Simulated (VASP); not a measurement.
# Rh (P6_3/mmc) in VASP: further runs

Rh is run at these levels: PBEsol; tasks: single point.

Everything below comes from runs of VASP 6.6.1. Logs are shortened: lines on timing, memory, paths and dates and some standing lists are left out, and cuts for length are marked.

**1. The cell of the first run**

It takes space group P6_3/mmc (No. 194, hexagonal). The conventional cell has a = 2.690 Å, b = 2.690 Å, c = 4.428 Å, α = 90.00°, β = 90.00°, γ = 120.00°. Within 3.5 Å of Rh (site symmetry -6m2) lie 12 Rh at 2.69 to 2.70 Å.

This isn't the form of Rh at room conditions, which is fcc.

**2. Single point, PBEsol (strain -0.015 along x and y, +0.000 along z)**

The input, INCAR:

```
ALGO     = Normal         # electronic algorithm
EDIFF    = 1E-6           # SCF threshold, eV
ENCUT    = 500            # plane-wave cutoff, eV
GGA      = PS             # functional
GGA_COMPAT= F            
ISIF     = 2              # what is computed and relaxed
ISMEAR   = 0              # smearing method
LASPH    = T              # aspherical terms in the spheres
LCHARG   = T              # write CHGCAR
LELF     = T              # ELF
LREAL    = F              # projectors in reciprocal space
LVHAR    = T            
LWAVE    = F              # write WAVECAR
NBANDS   = 22             # bands
NELM     = 120            # most SCF steps
PREC     = Accurate       # precision mode
SIGMA    = 0.15           # smearing width, eV
```

The input, KPOINTS:

```
k-points
0
Gamma
  18 18 12
```

The input, POSCAR:

```
Rh
1.0
    2.6900143566      0.0000000000      0.0000000000
   -1.3450071783      2.3296207694      0.0000000000
    0.0000000000      0.0000000000      4.4284890000
Rh
2
Direct
    0.6666666667      0.3333333333      0.7500000000
    0.3333333333      0.6666666667      0.2500000000
```

Potentials or basis: VASP PAW PBE potentials, release 64 (Rh_pv).

On the command line:

```bash
$ cat potpaw_PBE.64/Rh_pv/POTCAR > POTCAR
$ mpirun -np 1 vasp_std > vasp.out
```

OUTCAR:

```text
EDIFF = 1E-6
   ENCUT = 500
   GGA = PS
   ISIF = 2
   ISMEAR = 0
   LASPH = T
   LREAL = F
   NELM = 120
   PREC = Accurate

 ion  position               nearest neighbor table
   1  0.667  0.333  0.750-   2 2.70   2 2.70   2 2.70   2 2.70   2 2.70   2 2.70
   2  0.333  0.667  0.250-   1 2.70   1 2.70   1 2.70   1 2.70   1 2.70   1 2.70

  LATTYP: Found a hexagonal cell.
 ALAT       =     2.6900143566
 C/A-ratio  =     1.6462696525

  Lattice vectors:

 A1 = (   2.6900143566,   0.0000000000,   0.0000000000)
 A2 = (  -1.3450071783,   2.3296207694,   0.0000000000)
 A3 = (   0.0000000000,   0.0000000000,   4.4284890000)

Analysis of symmetry for initial positions (statically):
=====================================================================
 Subroutine PRICEL returns:
 Original cell was already a primitive cell.

 Routine SETGRP: Setting up the symmetry group for a
 hexagonal supercell.

 Subroutine GETGRP returns: Found 24 space group operations
 (whereof 12 operations were pure point group operations)
 out of a pool of 24 trial point group operations.

The static configuration has the point symmetry D_3d.
 The point group associated with its full space group is D_6h.

Analysis of symmetry for dynamics (positions and initial velocities):
=====================================================================
 Subroutine PRICEL returns:
 Original cell was already a primitive cell.

 Routine SETGRP: Setting up the symmetry group for a
 hexagonal supercell.

 Subroutine GETGRP returns: Found 24 space group operations
 (whereof 12 operations were pure point group operations)
 out of a pool of 24 trial point group operations.

The dynamic configuration has the point symmetry D_3d.
 The point group associated with its full space group is D_6h.

 Subroutine INISYM returns: Found 24 space group operations
 (whereof 12 operations are pure point group operations),
 and found     1 'primitive' translations

----------------------------------------------------------------------------------------

                                     Primitive cell

  volume of cell :      27.7521

  direct lattice vectors                    reciprocal lattice vectors
     2.690014357  0.000000000  0.000000000     0.371745228  0.214627207  0.000000000
    -1.345007178  2.329620769  0.000000000     0.000000000  0.429254415  0.000000000
     0.000000000  0.000000000  4.428489000     0.000000000  0.000000000  0.225810655

  length of vectors
     2.690014357  2.690014357  4.428489000     0.429254415  0.429254415  0.225810655

  position of ions in fractional coordinates (direct lattice)
     0.666666667  0.333333333  0.750000000
     0.333333333  0.666666667  0.250000000

  ion indices of the primitive-cell ions
   primitive index   ion index
                 1           1
                 2           2

----------------------------------------------------------------------------------------

 KPOINTS: k-points

Automatic generation of k-mesh.
 Grid dimensions read from file:
 generate k-points for:   18   18   12

 Generating k-lattice:

  Cartesian coordinates                     Fractional coordinates (reciprocal lattice)
     0.020652513  0.011923734  0.000000000     0.055555556  0.000000000  0.000000000
     0.000000000  0.023847467  0.000000000     0.000000000  0.055555556  0.000000000
     0.000000000  0.000000000  0.018817555     0.000000000  0.000000000  0.083333333

  Length of vectors
     0.023847467  0.023847467  0.018817555

  Shift w.r.t. Gamma in fractional coordinates (k-lattice)
     0.000000000  0.000000000  0.000000000

 Subroutine IBZKPT returns following result:
 ===========================================

 Found    259 irreducible k-points:

 Following reciprocal coordinates:
            Coordinates               Weight
  0.000000  0.000000  0.000000      1.000000
  0.055556 -0.000000  0.000000      6.000000
  0.111111 -0.000000  0.000000      6.000000
  0.166667 -0.000000  0.000000      6.000000
  0.222222  0.000000  0.000000      6.000000
  0.277778 -0.000000  0.000000      6.000000
[... 16 lines left out ...]
  0.333333  0.111111  0.000000     12.000000
  0.388889  0.111111  0.000000     12.000000
 [... further k-points ...]
   k-points           NKPTS =    259   k-points in BZ     NKDIM =    259   number of bands    NBANDS=     22
   number of dos      NEDOS =    301   number of ions     NIONS =      2
   total plane-waves  NPLWV =  12800
   dimension x,y,z NGX =    20 NGY =   20 NGZ =   32
   dimension x,y,z NGXF=    40 NGYF=   40 NGZF=   64
   ions per type =               2
   NGX,Y,Z   is equivalent  to a cutoff of  12.36, 12.36, 12.01 a.u.
   NGXF,Y,Z  is equivalent  to a cutoff of  24.72, 24.72, 24.03 a.u.
 SYSTEM =  unknown system
   PREC   = accura    normal or accurate (medium, high low for compatibility)
   ISTART =      0    job   : 0-new  1-cont  2-samecut
   ICHARG =      2    charge: 1-file 2-atom 10-const
   ISPIN  =      1    spin polarized calculation?
   LNONCOLLINEAR =      F non collinear calculations
   LSORBIT =      F    spin-orbit coupling
   LASPH  =      T    aspherical Exc in radial PAW
   ENCUT  =  500.0 eV  36.75 Ry    6.06 a.u.   4.90  4.90  8.07*2*pi/ulx,y,z
   NELM   =    120;   NELMIN=  2; NELMDL= -5     # of ELM steps
   EDIFF  = 0.1E-05   stopping-criterion for ELM
   LREAL  =      F    real-space projection
   EDIFFG = 0.1E-04   stopping-criterion for IOM
   NSW    =      0    number of steps for IOM
   IBRION =     -1    ionic relax: 0-MD 1-quasi-New 2-CG
   NFREE  =      0    steps in history (QN), initial steepest desc. (CG)
   ISIF   =      2    stress and relaxation
   ISYM   =      2    0-nonsym 1-usesym 2-fastsym
   POTIM  = 0.5000    time-step for ionic-motion
   TEBEG  =    0.0;   TEEND  =   0.0 temperature during run
   PSTRESS=    0.0 pullay stress
   NELECT =      30.0000    total number of electrons
   NUPDOWN=      -1.0000    fix difference up-down
   EMIN   =  10.00;   EMAX   =-10.00  energy-range for DOS
   EFERMI =   0.00;   METHOD = LEGACY
   ISMEAR =     0;   SIGMA  =   0.15  broadening in eV -4-tet -1-fermi 0-gaus
   EFERMI_NEDOS =   21; number of points for ismear=-14 and -15
   IALGO  =     38    algorithm
   IMIX   =      4    mixing-type and parameters
     AMIX     =   0.40;   BMIX     =  1.00
     AMIX_MAG =   1.60;   BMIX_MAG =  1.00
  volume/ion in A,a.u.               =      13.88        93.64
  Fermi-wavevector in a.u.,A,eV,Ry     =   1.680158  3.175038 38.408305  2.822931
  Thomas-Fermi vector in A             =   2.763942
   LORBIT       =      0    0 simple, 1 ext, 2 COOP (PROOUT), +10 PAW based schemes
   GGA     = PS    functional components
   LHFCALC =     F    Hartree Fock is set to
   AEXX    =    0.0000 exact exchange contribution
   IVDW    =     0    specifies the selected vdW correction
   LEPSILON=     F    determine dielectric tensor
   LRPA    =     F    only Hartree local field effects (RPA)
 non-spin polarized calculation
 Gauss-broadening in eV      SIGMA  =   0.15
  energy-cutoff  :      500.00
  volume of cell :       27.75
 maximum number of plane-waves:       738
 NGX is ok and might be reduce to    20
   NGX =  9   NGY =  9   NGZ = 17

 number of electron      30.0000002 magnetization

 Free energy of the ion-electron system (eV)
  ---------------------------------------------------
  ext. energy  EPLUGINS =         0.00000000
  ---------------------------------------------------
  free energy    TOTEN  =       -16.19361401 eV

  energy without entropy =      -16.15694234  energy(sigma->0) =      -16.17527818

 E-fermi :  11.6680     XC(G=0): -14.1573

 val. band max:       11.6639987088   @ k =   0.2222   0.1667   0.1667
 cond. band min:      11.6691324318   @ k =   0.3333   0.2778   0.3333
 fundamental gap:      0.0051337230
 Fermi energy:        11.6679505176

 k-point     1 :       0.0000    0.0000    0.0000
  band No.  band energies     occupation
      1     -35.4231      2.00000
      2     -34.8033      2.00000
      3     -34.8033      2.00000
      4     -34.7242      2.00000
      5     -34.7088      2.00000
      6     -34.7088      2.00000
[... 14 lines left out ...]
     21      29.4760      0.00000
     22      30.3216      0.00000

 k-point     2 :       0.0556   -0.0000    0.0000
  band No.  band energies     occupation
      1     -35.4162      2.00000
      2     -34.8203      2.00000
      3     -34.8086      2.00000
      4     -34.7267      2.00000
      5     -34.7264      2.00000
      6     -34.7116      2.00000
[... 14 lines left out ...]
     21      29.6121      0.00000
     22      30.4323      0.00000

 k-point     3 :       0.1111   -0.0000    0.0000
  band No.  band energies     occupation
      1     -35.3957      2.00000
      2     -34.8692      2.00000
      3     -34.8238      2.00000
      4     -34.7766      2.00000
      5     -34.7344      2.00000
      6     -34.7200      2.00000
[... 14 lines left out ...]
     21      29.9758      0.00000
     22      30.5100      0.00000

 k-point     4 :       0.1667   -0.0000    0.0000
  band No.  band energies     occupation
      1     -35.3631      2.00000
      2     -34.9442      2.00000
      3     -34.8527      2.00000
      4     -34.8467      2.00000
      5     -34.7473      2.00000
      6     -34.7331      2.00000
[... 14 lines left out ...]
     21      30.2869      0.00000
     22      30.3667      0.00000

 k-point     5 :       0.2222    0.0000    0.0000
  band No.  band energies     occupation
      1     -35.3206      2.00000
      2     -35.0363      2.00000
      3     -34.9442      2.00000
      4     -34.8741      2.00000
      5     -34.7658      2.00000
      6     -34.7497      2.00000
[... 417 lines left out ...]
 k-point    22 :       0.2778    0.1111    0.0000
  band No.  band energies     occupation
      1     -35.2173      2.00000
      2     -35.2035      2.00000
      3     -35.1410      2.00000
      4     -34.9486      2.00000
      5     -34.8266      2.00000
      6     -34.8228      2.00000
[... 14 lines left out ...]
     21      25.1940      0.00000
     22      27.6267      0.00000

 k-point    23 :       0.3333    0.1111    0.0000
  band No.  band energies     occupation
      1     -35.2862      2.00000
      2     -35.1943      2.00000
      3     -35.1538      2.00000
      4     -34.9795      2.00000
      5     -34.8577      2.00000
      6     -34.8405      2.00000
[... 14 lines left out ...]
     21      24.2893      0.00000
     22      26.9077      0.00000

 k-point    24 :       0.3889    0.1111    0.0000
  band No.  band energies     occupation
      1     -35.3310      2.00000
      2     -35.2289      2.00000
      3     -35.1138      2.00000
      4     -34.9994      2.00000
      5     -34.8855      2.00000
      6     -34.8520      2.00000
[... 14 lines left out ...]
     21      23.6499      0.00000
     22      26.3051      0.00000

 [... further k-points ...]

------------------------ aborting loop because EDIFF is reached ----------------------------------------

  FORCE on cell =-STRESS in cart. coord.  units (eV):
  Direction    XX          YY          ZZ          XY          YZ          ZX
  --------------------------------------------------------------------------------------
  -------------------------------------------------------------------------------------
  Total       -0.7866564     -0.7866564     -1.7659841      0.0000000      0.0000000      0.0000000
  in kB      -45.4151008    -45.4151008   -101.9534619      0.0000000      0.0000000      0.0000000
  external PRESSURE =     -64.2612212 kB  Pullay stress =       0.0000000 kB

 VOLUME and BASIS-vectors are now :
 -----------------------------------------------------------------------------
  energy-cutoff  :      500.00
  volume of cell :       27.75
      direct lattice vectors                 reciprocal lattice vectors
     2.690014357  0.000000000  0.000000000     0.371745228  0.214627207  0.000000000
    -1.345007178  2.329620769  0.000000000     0.000000000  0.429254415  0.000000000
     0.000000000  0.000000000  4.428489000     0.000000000  0.000000000  0.225810655

 POSITION                                       TOTAL-FORCE (eV/Angst)
 -----------------------------------------------------------------------------------
      1.34501      0.77654      3.32137         0.000000      0.000000      0.000000
     -0.00000      1.55308      1.10712        -0.000000     -0.000000      0.000000
 -----------------------------------------------------------------------------------
    total drift:                               -0.000000      0.000000     -0.000000

  FREE ENERGIE OF THE ION-ELECTRON SYSTEM (eV)
  ---------------------------------------------------
  free  energy   TOTEN  =       -16.1936140149 eV

  energy  without entropy=      -16.1569423388  energy(sigma->0) =      -16.17527818
```

It took 2.3 min on 1 thread of Intel Xeon 8259CL, shared host; peak memory 0.23 GiB.

Results:

```yaml
Free_energy: -16.1936 eV
Pressure: -6.4 GPa
Band_gap_on_the_k_mesh: zero (bands 15 and 16 overlap by 2.46 eV)
```

Caveat: the cell differs from its parent crystal (strain -0.015 along x and y, +0.000 along z); the cell stands under tension; the PAW data sets were made with another functional, which shifts forces and pressure a little.

**3. Single point, PBEsol (strain +0.000 along x and y, -0.015 along z)**

The input, INCAR:

```
ALGO = Normal ; EDIFF = 1E-6
ENCUT = 500 ; GGA = PS
GGA_COMPAT = False ; ISIF = 2
ISMEAR = 0 ; LASPH = True
LCHARG = False ; LREAL = False
LWAVE = False ; NBANDS = 22
NELM = 120 ; PREC = Accurate
SIGMA = 0.15
```

KPOINTS is that of step 2.

The input, POSCAR:

```
Rh
1.0
    2.7309790422      0.0000000000      0.0000000000
   -1.3654895211      2.3650972278      0.0000000000
    0.0000000000      0.0000000000      4.3620616650
Rh
2
Direct
    0.6666666667      0.3333333333      0.7500000000
    0.3333333333      0.6666666667      0.2500000000
```

Potentials or basis: VASP PAW PBE potentials, release 64 (Rh_pv).

On the command line:

```bash
$ cat potpaw_PBE.64/Rh_pv/POTCAR > POTCAR
$ mpirun -np 1 vasp_std > vasp.out
```

It took 2.3 min on 1 thread of Intel Xeon 8259CL, shared host; peak memory 0.23 GiB.

It converged, with:

```yaml
Free_energy: -16.1779 eV
Pressure: -10.2 GPa
Band_gap_on_the_k_mesh: zero (bands 15 and 16 overlap by 2.36 eV)
```

Stress tensor (GPa, compression positive):
```
-10.89   0.00   0.00
  0.00 -10.89   0.00
  0.00   0.00  -8.82
```

Levels at points of the mesh, in eV from the Fermi level:
```tsv
k point	band 11	band 12	band 13	band 14	band 15	band 16	band 17	band 18	band 19	band 20
(0.00, 0.00, 0.00)	-2.92	-2.41	-2.41	-1.94	-1.94	0.12	0.12	0.79	8.51	15.74
(0.50, 0.00, 0.00)	-2.58	-2.17	-2.13	0.35	0.64	0.67	2.89	4.93	10.12	10.67
(0.00, 0.00, 0.50)	-3.08	-3.08	-3.08	-3.08	-0.43	-0.43	-0.43	-0.43	14.79	14.79
(0.50, 0.00, 0.50)	-1.67	-1.67	-0.32	-0.32	0.54	0.54	2.57	2.57	9.01	9.01
```

Caveat: the cell differs from its parent crystal (strain +0.000 along x and y, -0.015 along z); the cell stands under tension; the PAW data sets were made with another functional, which shifts forces and pressure a little.
